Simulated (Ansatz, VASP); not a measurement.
NaCaI3: VASP beside Ansatz

```
CELL_PARAMETERS angstrom
6.15653 0.00000 0.00000
0.00000 6.15653 0.00000
0.00000 0.00000 6.15653
ATOMIC_POSITIONS crystal
Na 0.00000 0.00000 0.00000
Ca 0.50000 0.50000 0.50000
I 0.50000 0.50000 0.00000
I 0.50000 0.00000 0.50000
I 0.00000 0.50000 0.50000
```

Change from the starting cell: hydrostatic strain +0.5%.

Alike in both runs: task single point; functional PBE; k mesh 4 × 4 × 4; occupations fermi-dirac, width 0.02 eV; no spin polarisation.

|  | VASP | Ansatz |
| --- | --- | --- |
| version | VASP 6.6.1 | Ansatz 0.2.0 |
| potentials or method | VASP PAW PBE potentials, release 64 (Na_pv, Ca_sv, I) | plane waves, PAW |
| plane-wave cutoff (eV) | 520 | 420 |
| valence electrons in the cell | 38 | 70 |

VASP gave:

- gap on the k mesh at the Fermi level (eV): 2.40
- pressure (GPa): 0.0

Q: Which values does Ansatz return?

A: gap on the k mesh at the Fermi level (eV): 2.41; pressure (GPa): -0.1.

The functional is the same, so the differences come from potentials, cutoffs and numerics. VASP's potentials hold 38 valence electrons a cell and Ansatz's 70, so a difference there can come from the potentials and not from the codes.

Neither program's run includes spin-orbit coupling.
